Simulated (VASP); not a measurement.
# Zr (P6/mmm) in VASP: a series of runs

Runs on Zr. Level: r2SCAN. Tasks: single point.

Everything below comes from runs of VASP 6.6.1. Logs are shortened: lines on timing, memory, paths and dates and some standing lists are left out, and cuts for length are marked.

### Step 1. The cell of the first run

Symmetry: P6/mmm, No. 191, hexagonal system. Conventional cell: a = 4.862 Å, b = 4.862 Å, c = 3.006 Å, α = 90.00°, β = 90.00°, γ = 120.00°. Zr (site symmetry 6/mmm) has 14 Zr at 3.01 to 3.18 Å within 4.0 Å. Within 3.7 Å of Zr (site symmetry -6m2) lie 11 Zr at 2.81 to 3.18 Å.

### Step 2. Single point, r2SCAN

The input, POSCAR:

```
Zr
1.0
    4.8619979598      0.0000000000      0.0000000000
   -2.4309989799      4.2106137463      0.0000000000
    0.0000000000      0.0000000000      3.0063384410
Zr
3
Direct
    0.0000000000      0.0000000000      0.0000000000
    0.3333333333      0.6666666667      0.5000000000
    0.6666666667      0.3333333333      0.5000000000
```

The input, INCAR.step1:

```
SYSTEM = Zr
PREC = Accurate
ENCUT = 520
ISMEAR = 0
SIGMA = 0.1
LREAL = .FALSE.
LASPH = .TRUE.
NELM = 60
NBANDS = 25
GGA = PE
ALGO = Normal
EDIFF = 1E-4
LWAVE = .TRUE.
LCHARG = .FALSE.
```

The input, INCAR.step2:

```
SYSTEM = Zr
PREC = Accurate
ENCUT = 520
EDIFF = 1E-7
ISMEAR = 0
SIGMA = 0.1
LREAL = .FALSE.
LASPH = .TRUE.
NELM = 60
ALGO = Normal
ISIF = 2
LWAVE = .FALSE.
LCHARG = .TRUE.
METAGGA = R2SCAN
LMIXTAU = .TRUE.
LELF = .TRUE.
LVHAR = .TRUE.
NBANDS = 25
ISTART = 1
```

The input, KPOINTS:

```
Automatic mesh
0
G
  6 6 6
  0 0 0
```

Potentials or basis: VASP PAW PBE potentials, release 64 (Zr_sv).

On the command line:

```sh
> cat potpaw_PBE.64/Zr_sv/POTCAR > POTCAR
> cp INCAR.step1 INCAR
> mpirun -np 1 vasp_std > vasp.out
> cp INCAR.step2 INCAR
> mpirun -np 1 vasp_std > vasp.out
```

OUTCAR:

```text
SYSTEM = Zr
   PREC = Accurate
   ENCUT = 520
   EDIFF = 1E-7
   ISMEAR = 0
   LREAL = .FALSE.
   LASPH = .TRUE.
   NELM = 60
   ISIF = 2
   METAGGA = R2SCAN
   ISTART = 1

 ion  position               nearest neighbor table
   1  0.000  0.000  0.000-   2 3.18   3 3.18   2 3.18   3 3.18   2 3.18   2 3.18   3 3.18   3 3.18
                             3 3.18   3 3.18   2 3.18   2 3.18
   2  0.333  0.667  0.500-   3 2.81   3 2.81   3 2.81   1 3.18   1 3.18   1 3.18   1 3.18   1 3.18
                             1 3.18
   3  0.667  0.333  0.500-   2 2.81   2 2.81   2 2.81   1 3.18   1 3.18   1 3.18   1 3.18   1 3.18
                             1 3.18

  LATTYP: Found a hexagonal cell.
 ALAT       =     4.8619979598
 C/A-ratio  =     0.6183339577

  Lattice vectors:

 A1 = (   4.8619979598,   0.0000000000,   0.0000000000)
 A2 = (  -2.4309989799,   4.2106137463,   0.0000000000)
 A3 = (   0.0000000000,   0.0000000000,   3.0063384410)

Analysis of symmetry for initial positions (statically):
=====================================================================
 Subroutine PRICEL returns:
 Original cell was already a primitive cell.

 Routine SETGRP: Setting up the symmetry group for a
 hexagonal supercell.

 Subroutine GETGRP returns: Found 24 space group operations
 (whereof 24 operations were pure point group operations)
 out of a pool of 24 trial point group operations.

The static configuration has the point symmetry D_6h.

Analysis of symmetry for dynamics (positions and initial velocities):
=====================================================================
 Subroutine PRICEL returns:
 Original cell was already a primitive cell.

 Routine SETGRP: Setting up the symmetry group for a
 hexagonal supercell.

 Subroutine GETGRP returns: Found 24 space group operations
 (whereof 24 operations were pure point group operations)
 out of a pool of 24 trial point group operations.

The dynamic configuration has the point symmetry D_6h.

 Subroutine INISYM returns: Found 24 space group operations
 (whereof 24 operations are pure point group operations),
 and found     1 'primitive' translations

----------------------------------------------------------------------------------------

                                     Primitive cell

  volume of cell :      61.5457

[... 81 lines left out ...]
   PREC   = accura    normal or accurate (medium, high low for compatibility)
   ISTART =      1    job   : 0-new  1-cont  2-samecut
   ICHARG =      0    charge: 1-file 2-atom 10-const
   ISPIN  =      1    spin polarized calculation?
   LNONCOLLINEAR =      F non collinear calculations
   LSORBIT =      F    spin-orbit coupling
   LASPH  =      T    aspherical Exc in radial PAW
   ENCUT  =  520.0 eV  38.22 Ry    6.18 a.u.   9.04  9.04  5.59*2*pi/ulx,y,z
   NELM   =     60;   NELMIN=  2; NELMDL=  0     # of ELM steps
   EDIFF  = 0.1E-06   stopping-criterion for ELM
   LREAL  =      F    real-space projection
   EDIFFG = 0.1E-05   stopping-criterion for IOM
   NSW    =      0    number of steps for IOM
   IBRION =     -1    ionic relax: 0-MD 1-quasi-New 2-CG
   NFREE  =      0    steps in history (QN), initial steepest desc. (CG)
   ISIF   =      2    stress and relaxation
   ISYM   =      2    0-nonsym 1-usesym 2-fastsym
   POTIM  = 0.5000    time-step for ionic-motion
   TEBEG  =    0.0;   TEEND  =   0.0 temperature during run
   PSTRESS=    0.0 pullay stress
   NELECT =      36.0000    total number of electrons
   NUPDOWN=      -1.0000    fix difference up-down
   EMIN   =  10.00;   EMAX   =-10.00  energy-range for DOS
   EFERMI =   0.00;   METHOD = LEGACY
   ISMEAR =     0;   SIGMA  =   0.10  broadening in eV -4-tet -1-fermi 0-gaus
   EFERMI_NEDOS =   21; number of points for ismear=-14 and -15
   IALGO  =     38    algorithm
   IMIX   =      4    mixing-type and parameters
     AMIX     =   0.40;   BMIX     =  1.00
     AMIX_MAG =   1.60;   BMIX_MAG =  1.00
  volume/ion in A,a.u.               =      20.52       138.44
  Fermi-wavevector in a.u.,A,eV,Ry     =   1.369125  2.587270 25.504151  1.874502
  Thomas-Fermi vector in A             =   2.495028
   LORBIT       =      0    0 simple, 1 ext, 2 COOP (PROOUT), +10 PAW based schemes
   METAGGA = R2SCAN    functional components
   LHFCALC =     F    Hartree Fock is set to
   AEXX    =    0.0000 exact exchange contribution
   IVDW    =     0    specifies the selected vdW correction
   LEPSILON=     F    determine dielectric tensor
   LRPA    =     F    only Hartree local field effects (RPA)
 non-spin polarized calculation
 Gauss-broadening in eV      SIGMA  =   0.10
  energy-cutoff  :      520.00
  volume of cell :       61.55
 maximum number of plane-waves:      1676
   NGX = 19   NGY = 19   NGZ = 11

 number of electron      36.0000001 magnetization

 Free energy of the ion-electron system (eV)
  ---------------------------------------------------
  ext. energy  EPLUGINS =         0.00000000
  ---------------------------------------------------
  free energy    TOTEN  =       -67.96548830 eV

  energy without entropy =      -67.95344941  energy(sigma->0) =      -67.95946885

 E-fermi :  10.3423     XC(G=0): -12.6094

 val. band max:       10.3284273269   @ k =   0.5000   0.0000   0.1667
 cond. band min:      10.3813099287   @ k =   0.3333   0.1667   0.3333
 fundamental gap:      0.0528826018
 Fermi energy:        10.3423185589

 k-point     1 :       0.0000    0.0000    0.0000
  band No.  band energies     occupation
      1     -39.9394      2.00000
      2     -39.6770      2.00000
      3     -39.4240      2.00000
      4     -17.6239      2.00000
      5     -17.6239      2.00000
      6     -17.4702      2.00000
[... 661 lines left out ...]
     24      14.9347      0.00000
     25      15.1954      0.00000

 [... further k-points ...]
[... 5 lines left out ...]
  --------------------------------------------------------------------------------------
  -------------------------------------------------------------------------------------
  Total        5.0736851      5.0736851      6.4592369      0.0000000      0.0000000      0.0000000
  in kB      132.0796917    132.0796917    168.1487900      0.0000000      0.0000000      0.0000000
  external PRESSURE =     144.1027245 kB  Pullay stress =       0.0000000 kB

 VOLUME and BASIS-vectors are now :
 -----------------------------------------------------------------------------
  energy-cutoff  :      520.00
  volume of cell :       61.55
      direct lattice vectors                 reciprocal lattice vectors
     4.861997960  0.000000000  0.000000000     0.205676763  0.118747534  0.000000000
    -2.430998980  4.210613746  0.000000000     0.000000000  0.237495068  0.000000000
     0.000000000  0.000000000  3.006338441     0.000000000  0.000000000  0.332630547

 POSITION                                       TOTAL-FORCE (eV/Angst)
 -----------------------------------------------------------------------------------
      0.00000      0.00000      0.00000         0.000000      0.000000     -0.000000
     -0.00000      2.80708      1.50317        -0.000000     -0.000000      0.000000
      2.43100      1.40354      1.50317         0.000000      0.000000     -0.000000
 -----------------------------------------------------------------------------------
    total drift:                                0.000000     -0.000000     -0.000000

  FREE ENERGIE OF THE ION-ELECTRON SYSTEM (eV)
  ---------------------------------------------------
  free  energy   TOTEN  =       -67.9654882960 eV

  energy  without entropy=      -67.9534494139  energy(sigma->0) =      -67.95946885
```

OUTCAR.step1:

```text
SYSTEM = Zr
   PREC = Accurate
   ENCUT = 520
   ISMEAR = 0
   LREAL = .FALSE.
   LASPH = .TRUE.
   NELM = 60
[... 899 lines left out ...]
      0.00000      0.00000      0.00000        -0.000000      0.000000     -0.000000
     -0.00000      2.80708      1.50317         0.000000      0.000000      0.000000
      2.43100      1.40354      1.50317        -0.000000      0.000000     -0.000000
 -----------------------------------------------------------------------------------
    total drift:                                0.000000     -0.000000     -0.000000

  FREE ENERGIE OF THE ION-ELECTRON SYSTEM (eV)
  ---------------------------------------------------
  free  energy   TOTEN  =       -25.2481520769 eV

  energy  without entropy=      -25.2356824397  energy(sigma->0) =      -25.24191726
```

Run time: 2.2 min. Hardware: 1 thread of Intel Xeon 6975P-C, shared host; peak memory 0.19 GiB.

What came out:

```
Free energy            : -67.9655 eV
Pressure               : 14.4 GPa
Band gap on the k mesh : zero (band 18 reaches 10.67 eV, above the bottom of band 19 at 10.17 eV)
```

Caveat: the PAW data sets were made with another functional, which shifts forces and pressure a little.

### Step 3. Single point, r2SCAN

This run uses another cell than the first one, of 23.10 Å³/atom, 1.126 times its volume.

The input, POSCAR:

```
Zr
1.0
    5.0296354478      0.0000000000      0.0000000000
   -2.5148177239      4.3557920696      0.0000000000
    0.0000000000      0.0000000000      3.1633984651
Zr
3
Direct
    0.0000000000      0.0000000000      0.0000000000
    0.3333333333      0.6666666667      0.5000000000
    0.6666666667      0.3333333333      0.5000000000
```

The input, INCAR.step1:

```
ALGO = Normal ; EDIFF = 1E-4
ENCUT = 520 ; GGA = PE
ISMEAR = 0 ; LASPH = T
LCHARG = F ; LREAL = F
LWAVE = T ; NBANDS = 25
NELM = 100 ; PREC = Accurate
SIGMA = 0.1
```

The input, INCAR.step2:

```
ALGO = Normal ; EDIFF = 1E-6
ENCUT = 520 ; ISIF = 2
ISMEAR = 0 ; ISTART = 1
LASPH = T ; LCHARG = F
LMIXTAU = T ; LREAL = F
LWAVE = F ; METAGGA = R2SCAN
NBANDS = 25 ; NELM = 100
PREC = Accurate ; SIGMA = 0.1
```

The input, KPOINTS:

```
k-points
0
Gamma
  6 6 6
```

Potentials or basis: VASP PAW PBE potentials, release 64 (Zr_sv).

On the command line:

```sh
> cat potpaw_PBE.64/Zr_sv/POTCAR > POTCAR
> cp INCAR.step1 INCAR
> mpirun -np 1 vasp_std > vasp.out
> cp INCAR.step2 INCAR
> mpirun -np 1 vasp_std > vasp.out
```

Run time: 2.7 min. Hardware: 1 thread of Intel Xeon 6975P-C, shared host; peak memory 0.21 GiB.

It converged, with:

* Free energy: -68.2969 eV
* Pressure: 0.1 GPa
* Band gap on the k mesh: zero (band 18 reaches 9.26 eV, above the bottom of band 19 at 8.90 eV)

Stress tensor (GPa, compression positive):
```
0.04 0.00 0.00
0.00 0.04 0.00
0.00 0.00 0.16
```

Levels at points of the mesh, in eV from the Fermi level:
```
           k point  band 14  band 15  band 16  band 17  band 18  band 19  band 20  band 21  band 22  band 23
(0.00, 0.00, 0.00)    -2.45    -0.62    -0.62    -0.53    -0.53    -0.05     1.07     1.82     1.82     2.35
(0.50, 0.00, 0.00)    -3.34    -3.03    -0.62    -0.50    -0.43     0.06     0.85     1.18     1.50     2.49
(0.00, 0.00, 0.50)    -2.60    -2.32    -2.03    -2.03    -1.60     1.30     1.30     1.83     1.83     4.54
(0.50, 0.00, 0.50)    -2.45    -2.04    -1.57    -0.89    -0.62     0.42     1.02     1.15     1.56     3.10
```

Caveat: the PAW data sets were made with another functional, which shifts forces and pressure a little.
